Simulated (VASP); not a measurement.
Write the native input for VASP 6.6.1 that does the following.

```
Task                   : single point
Functional             : r2SCAN
Dispersion             : D3(BJ)
Potentials or basis    : VASP PAW PBE potentials, release 64 (Sc_sv, Al)
Cutoff                 : 520 eV
k mesh                 : 12 × 12 × 6
Occupations            : gaussian, width 0.1 eV
Spin                   : no spin polarisation
Dipole correction      : no
Further INCAR settings : ALGO = Normal; EDIFF = 1e-06; NBANDS = 34
```

Sc2Al:

```
Sc Al
1.0
     4.89261    0.00000    0.00000
    -2.44631    4.23713    0.00000
     0.00000    0.00000    6.16142
Sc Al
4 2
Direct
  0.00000 0.00000 0.00000
  0.00000 0.00000 0.50000
  0.33333 0.66667 0.75000
  0.66667 0.33333 0.25000
  0.33333 0.66667 0.25000
  0.66667 0.33333 0.75000
```

The input as run:

POSCAR

```
Sc2Al
1.0
    4.8926114005      0.0000000000      0.0000000000
   -2.4463057002      4.2371257637      0.0000000000
    0.0000000000      0.0000000000      6.1614205700
Sc Al
4 2
Direct
    0.0000000000      0.0000000000      0.0000000000
    0.0000000000      0.0000000000      0.5000000000
    0.3333333333      0.6666666667      0.7500000000
    0.6666666667      0.3333333333      0.2500000000
    0.3333333333      0.6666666667      0.2500000000
    0.6666666667      0.3333333333      0.7500000000
```

INCAR.step1

```
PREC = Accurate
ENCUT = 520
ISMEAR = 0
SIGMA = 0.1
LREAL = False
LASPH = True
NELM = 100
NBANDS = 34
GGA = PE
ALGO = Normal
EDIFF = 1E-4
LWAVE = True
LCHARG = False
```

INCAR.step2

```
PREC = Accurate
ENCUT = 520
EDIFF = 1E-6
ISMEAR = 0
SIGMA = 0.1
LREAL = False
LASPH = True
NELM = 100
ALGO = Normal
ISIF = 2
LWAVE = False
LCHARG = False
METAGGA = R2SCAN
LMIXTAU = True
IVDW = 12
VDW_S6 = 1.0
VDW_S8 = 0.78981345
VDW_A1 = 0.49484001
VDW_A2 = 5.73083694
NBANDS = 34
ISTART = 1
```

KPOINTS

```
Automatic mesh
0
Gamma
  12 12 6
```

Potentials or basis: VASP PAW PBE potentials, release 64 (Sc_sv, Al).

Launch:

```sh
$ cat potpaw_PBE.64/Sc_sv/POTCAR potpaw_PBE.64/Al/POTCAR > POTCAR
$ cp INCAR.step1 INCAR
$ mpirun -np 1 vasp_std > vasp.out
$ cp INCAR.step2 INCAR
$ mpirun -np 1 vasp_std > vasp.out
```

It gave:

* Pressure: -1.3 GPa
* Band gap on the k mesh: zero (bands 25 and 26 overlap by 0.73 eV)
* Dispersion energy per atom: -0.181 eV

Caveat: three body term missing; the PAW data sets were made with another functional, which shifts forces and pressure a little.

Wall time 28 min on 1 thread of Intel Xeon 8259CL, on a shared host, peak memory 0.43 GiB.
